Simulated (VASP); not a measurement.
Set up this calculation in VASP 6.6.1, as the native input.

| Property | Result |
| --- | --- |
| Task | relaxation of cell and atoms |
| Functional | PBE |
| Potentials or basis | VASP PAW PBE potentials, release 64 (Na_pv, I, Cl) |
| Cutoff | 600 eV |
| k mesh | 4 × 4 × 4 |
| Occupations | gaussian, width 0.1 eV |
| Spin | no spin polarisation |
| Dipole correction | no |
| Further INCAR settings | ALGO = Normal; EDIFF = 1e-07; IBRION = 2; EDIFFG = -0.025; NSW = 80; ISIF = 3 |

The structure of Na4ICl3 lies in POSCAR:

```
Na4ICl3
1.0
    5.9327889179      0.0356284737     -0.0426483602
    0.0356284737      6.0411881576      0.0475427196
   -3.0261191645     -2.9916881686      5.9524562704
Na I Cl
4 1 3
Direct
    0.5182851222     -0.0297389758     -0.0230966283
   -0.0149862161      0.5244034998      0.0313127148
    0.2672360323      0.2147649748      0.5286845266
    0.7496377721      0.7918081286      0.4770719042
   -0.0463681796     -0.0049822752     -0.0088202237
    0.5001746139      0.5200579060      0.9828926390
    0.2513602699      0.7262476601      0.4959933593
    0.7746605854      0.2574390817      0.5159617081
```

The input as run:

INCAR

```
SYSTEM = Na4ICl3
  ALGO = Normal
  EDIFF = 1E-7
  EDIFFG = -0.025
  ENCUT = 600
  GGA = PE
  IBRION = 2
  ISIF = 3
  ISMEAR = 0
  LASPH = .True.
  LCHARG = .False.
  LREAL = .False.
  LWAVE = .False.
  NELM = 60
  NSW = 80
  PREC = Accurate
  SIGMA = 0.1
```

KPOINTS

```
k-points
0
Gamma
  4 4 4
  0 0 0
```

Potentials or basis: VASP PAW PBE potentials, release 64 (Na_pv, I, Cl).

Run with:

```bash
$ cat potpaw_PBE.64/Na_pv/POTCAR potpaw_PBE.64/I/POTCAR potpaw_PBE.64/Cl/POTCAR > POTCAR
$ mpirun -np 1 vasp_std > vasp.out
```

It gave:

The relaxed volume is 26.38 Å³/atom and the relaxed cell is a = 5.976 Å, b = 5.995 Å, c = 7.257 Å, α = 114.49°, β = 114.41°, γ = 89.78°. The space group after relaxing (to 0.1 Å) is I4/mmm (No. 139) and the energy gained by relaxing is 74.3 meV/atom. The ionic steps are 18. The pressure after relaxing is 0.0 GPa and the largest force after relaxing is 0.023 eV/Å. The band gap on the k mesh is 4.36 eV.

Caveat: spin-orbit coupling is left out, which moves the levels of the heavy elements.

Run time: 34 min on 1 thread of Intel(R) Xeon(R) 6975P-C (Granite Rapids) (shared host), peak memory 0.59 GiB.
